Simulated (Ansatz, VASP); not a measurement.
## One calculation of Ge, two programs

```
Ge
1.0
     0.00000    2.68733    2.89949
     2.68733    0.00000    2.89949
     2.68733    2.68733    0.00000
Ge
2
Direct
  0.50000 0.50000 0.50000
  0.75000 0.75000 0.75000
```

Change from the starting cell: strain -0.050 along x and y, +0.025 along z, atoms carried along.

Alike in both runs: task single point; functional PBE; k mesh 14 × 14 × 14; occupations gaussian, width 0.15 eV; no spin polarisation.

```csv
,VASP,Ansatz
version,VASP 6.6.1,Ansatz 0.2.0
potentials or method,"VASP PAW PBE potentials, release 64 (Ge_d), cutoff 520 eV","scalar-relativistic, plane waves, PAW"
valence electrons in the cell,28,28
```

```tsv
	VASP	Ansatz	Ansatz less VASP
gap on the k mesh at the Fermi level (eV)	none	none	-
pressure (GPa)	10.6	10.6	+0.06
traceless stress, the component that is largest in VASP (GPa)	-4.27	-4.26	+0.011
```

A gap of «none» marks a metal or a gap that the smearing closes. The functional is the same, so the differences come from potentials, cutoffs and numerics.
